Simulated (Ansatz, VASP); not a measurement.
# C in VASP and in Ansatz

File INCAR:

```
PREC     = Accurate       # precision mode
ENCUT    = 520            # plane-wave cutoff, eV
EDIFF    = 1E-6           # SCF threshold, eV
ISMEAR   = 0              # smearing method
SIGMA    = 0.05           # smearing width, eV
LREAL    = F              # projectors in reciprocal space
LASPH    = T              # aspherical terms in the spheres
NELM     = 100            # most SCF steps
ALGO     = Normal         # electronic algorithm
ISIF     = 2              # what is computed and relaxed
LWAVE    = F              # write WAVECAR
LCHARG   = T              # write CHGCAR
GGA      = PS             # functional
IVDW     = 12             # dispersion correction
LELF     = T              # ELF
LVHAR    = T            
NBANDS   = 11             # bands
```

KPOINTS

```
Automatic mesh
0
Gamma
  15 15 15
```

File POSCAR:

```
C
1.0
    1.2393323470      0.7155288641      3.3108194777
   -1.2393323470      0.7155288641      3.3108194777
    0.0000000000     -1.4310577282      3.3108194777
C
2
Direct
    0.1665835217      0.1665835217      0.1665835217
    0.8334164783      0.8334164783      0.8334164783
```

Input for Ansatz:

```yaml
crystal:
  lattice:
    - [1.239332347, 0.7155288641, 3.3108194777]
    - [-1.239332347, 0.7155288641, 3.3108194777]
    - [0.0, -1.4310577282, 3.3108194777]
  atoms:
    - { symbol: C, position: [0.1665835217, 0.1665835217, 0.1665835217] }
    - { symbol: C, position: [0.8334164783, 0.8334164783, 0.8334164783] }
basis:
  ecutwfc: 520.0
kpoints:
  mp_grid: { grid: [15, 15, 15] }
hamiltonian:
  xc: pbesol
  dispersion: d3bj
scf:
  occupations: { method: gaussian, width: 0.05 }
output:
  forces: true
  stress: true
  eigenvalues: true
```

Change from the starting cell: mode 5 frozen in at +0.000 Å, equal normal strain along x, y and z +0.0083.

Alike in both runs: task single point; functional PBEsol; dispersion D3(BJ); k mesh 15 × 15 × 15; occupations gaussian, width 0.05 eV; no spin polarisation.

|  | VASP | Ansatz |
| --- | --- | --- |
| version | VASP 6.6.1 | Ansatz 0.2.0 |
| potentials or method | VASP PAW PBE potentials, release 64 (C), cutoff 520 eV | scalar-relativistic, plane waves, PAW |
| valence electrons in the cell | 8 | 8 |

Ansatz gave:

```
gap on the k mesh at the Fermi level (eV)                     : 0.72
least direct gap on the mesh (eV)                             : 0.72
pressure (GPa)                                                : -7.2
traceless stress, the component that is largest in VASP (GPa) : 6.89
```

Question: What did VASP give for the same quantities?

Answer: gap on the k mesh at the Fermi level (eV): 0.73; least direct gap on the mesh (eV): 0.73; pressure (GPa): -6.5; traceless stress, the component that is largest in VASP (GPa): 6.16.

VASP's potentials were made for PBE, not for PBEsol.
